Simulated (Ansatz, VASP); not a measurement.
# Two plane-wave programs on BaTiO3

```xyz
5
Lattice="4.1198 0.0000 0.0000 0.0000 4.1198 0.0000 0.0000 0.0000 4.0180" Properties=species:S:1:pos:R:3 pbc="T T T"
Ba    0.0000    0.0000    0.0000
Ti    2.0599    2.0599    2.0090
O     2.0599    2.0599    0.0000
O     2.0599    0.0000    2.0090
O     0.0000    2.0599    2.0090
```

Change from the starting cell: equal xx and yy strain of +3 %, PAW files.

Alike in both runs: task electric field gradients; functional PBE; k mesh 7 × 7 × 7; occupations fermi-dirac, width 0.03 eV; no spin polarisation.

|  | VASP | Ansatz |
| --- | --- | --- |
| version | VASP 6.6.1 | Ansatz 0.2.0 |
| potentials or method | VASP PAW PBE potentials, release 64 (Ba_sv, Ti_sv, O_h) | PAW with Ansatz's default frozen-core files, scalar-relativistic |
| plane-wave cutoff (eV) | 910 | 420 |
| valence electrons in the cell | 40 | 40 |

VASP gave:

* gap on the k mesh at the Fermi level (eV): 1.65
* size of Vzz on the site where it differs most (V/Å²): 22.7

Problem. What did Ansatz give for the same quantities?

Solution. gap on the k mesh at the Fermi level (eV): 1.70; size of Vzz on the site where it differs most (V/Å²): 23.8.

Spin-orbit coupling is off throughout. Noted on VASP's run: the cutoff is under 1.25 times that of the potentials, so the pressure is a little rough.
